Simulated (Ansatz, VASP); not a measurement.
CoH3 in VASP and in Ansatz

Contents of INCAR:

```
SYSTEM = CoH3
PREC = Accurate ; ENCUT = 600
EDIFF = 1E-6 ; ISMEAR = 0
SIGMA = 0.1 ; LREAL = .FALSE.
LASPH = .TRUE. ; NELM = 120
ALGO = Normal ; ISIF = 2
LWAVE = .FALSE. ; LCHARG = .FALSE.
GGA = B5 ; ALDAX = 1.0
AGGAX = 1.0 ; AGGAC = 1.0
ALDAC = 0.0 ; NBANDS = 14
GGA_COMPAT = .FALSE.
```

File KPOINTS:

```
Automatic mesh
0
G
  6 6 6
  0 0 0
```

POSCAR

```
CoH3
1.0
    2.6113350000      0.0000000000      0.0000000000
    0.0000000000      2.6113350000      0.0000000000
    0.0000000000      0.0000000000      2.6113350000
Co H
1 3
Direct
    0.0000000000      0.0000000000      0.0000000000
    0.0000000000      0.5000000000      0.5000000000
    0.5000000000      0.0000000000      0.5000000000
    0.5000000000      0.5000000000      0.0000000000
```

Input for Ansatz:

```yaml
crystal:
  lattice:
    - [2.611335, 0.0, 0.0]
    - [0.0, 2.611335, 0.0]
    - [0.0, 0.0, 2.611335]
  atoms:
    - { symbol: Co, position: [0.0, 0.0, 0.0] }
    - { symbol: H, position: [0.0, 0.5, 0.5] }
    - { symbol: H, position: [0.5, 0.0, 0.5] }
    - { symbol: H, position: [0.5, 0.5, 0.0] }
basis:
  ecutwfc: 420
kpoints:
  mp_grid: { grid: [6, 6, 6] }
hamiltonian:
  xc: blyp
scf:
  occupations: { method: gaussian, width: 0.1 }
  max_iter: 91
output:
  forces: true
  stress: true
  eigenvalues: true
```

Alike in both runs: task single point; functional BLYP; k mesh 6 × 6 × 6; occupations gaussian, width 0.1 eV; no spin polarisation.

|  | VASP | Ansatz |
| --- | --- | --- |
| version | VASP 6.6.1 | Ansatz 0.2.0 |
| potentials or method | VASP PAW PBE potentials, release 64 (Co, H), cutoff 600 eV | scalar-relativistic, plane waves, PAW |
| valence electrons in the cell | 12 | 20 |

Ansatz gave:

- gap on the k mesh at the Fermi level (eV): none
- pressure (GPa): 8.6

Question: Estimate VASP's values.

Answer: gap on the k mesh at the Fermi level (eV): none; pressure (GPa): 8.3.

VASP's potentials were made for PBE, not for BLYP. A gap of «none» marks a metal or a gap that the smearing closes. With one functional, cell and mesh, what is left measures potentials, basis and numerics. VASP's potentials hold 12 valence electrons a cell and Ansatz's 20, so a difference there can come from the potentials and not from the codes.

The k mesh is coarse, so the values compare programs but aren't converged.
